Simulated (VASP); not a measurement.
A run of VASP 6.6.1 is set up as follows.

INCAR

```
  PREC = Accurate
  ENCUT = 520
  EDIFF = 1E-7
  ISMEAR = 0
  SIGMA = 0.15
  LREAL = False
  LASPH = True
  NELM = 80
  ALGO = Fast
  ISIF = 2
  LWAVE = False
  LCHARG = True
  GGA = PE
  LELF = True
  LVHAR = True
  NBANDS = 12
```

File KPOINTS:

```
Automatic mesh
0
Gamma
  22 22 22
```

POSCAR

```
Au
1.0
    0.0000000000      2.0735240303      1.9905830691
    2.0735240303      0.0000000000      1.9905830691
    2.0735240303      2.0735240303      0.0000000000
Au
1
Direct
    0.0000000000      0.0000000000      0.0000000000
```

Potentials or basis: VASP PAW PBE potentials, release 64 (Au).

Launch:

```console
$ cat potpaw_PBE.64/Au/POTCAR > POTCAR
$ mpirun -np 1 vasp_std > vasp.out
```

Estimate the band gap on the k mesh.

zero (an odd number of electrons rules out a gap without spin polarisation).

Predict the pressure.

7.6 GPa.

Stress tensor (GPa, compression positive):
```
7.25 0.00 0.00
0.00 7.25 0.00
0.00 0.00 8.43
```

Caveat: the cell stands under pressure; spin-orbit coupling is left out, which moves the levels of the heavy elements.
